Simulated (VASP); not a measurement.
Write the native input for VASP 6.6.1 that does the following.

```
Task                   : single point
Functional             : PBE
Potentials or basis    : VASP PAW PBE potentials, release 64 (S)
Cutoff                 : 500 eV
k mesh                 : 10 × 10 × 5
Occupations            : fermi-dirac, width 0.05 eV
Spin                   : no spin polarisation
Dipole correction      : no
Further INCAR settings : ALGO = Normal; EDIFF = 1e-06; NBANDS = 13
```

The structure of S lies in POSCAR:

```
S
1.0
    1.6385000000      0.9459880000      0.8613330000
   -1.6385000000      0.9459880000      0.8613330000
    0.0000000000     -3.7839540000      1.7226660000
S
2
Direct
    0.0000000000      0.0000000000      0.0000000000
    0.0000000000      0.0000000000      0.5000000000
```

The input as run:

INCAR

```
SYSTEM = S
  PREC = Accurate
  ENCUT = 500
  EDIFF = 1E-6
  ISMEAR = -1
  SIGMA = 0.05
  LREAL = .FALSE.
  LASPH = .TRUE.
  NELM = 120
  ALGO = Normal
  ISIF = 2
  LWAVE = .FALSE.
  LCHARG = .FALSE.
  GGA = PE
  NBANDS = 13
  GGA_COMPAT = .FALSE.
```

KPOINTS

```
regular mesh
0
G
  10 10 5
  0 0 0
```

Potentials or basis: VASP PAW PBE potentials, release 64 (S).

Command:

```bash
$ cat potpaw_PBE.64/S/POTCAR > POTCAR
$ mpirun -np 1 vasp_std > vasp.out
```

It gave:

```yaml
Pressure: 217.4 GPa
Band_gap_on_the_k_mesh: zero (bands 6 and 7 overlap by 12.40 eV)
```

Caveat: the cell stands under pressure.

Wall time 16 s on 1 thread of AMD EPYC 7R43 64-Core Processor (Zen 3), on a shared host, peak memory 0.09 GiB.
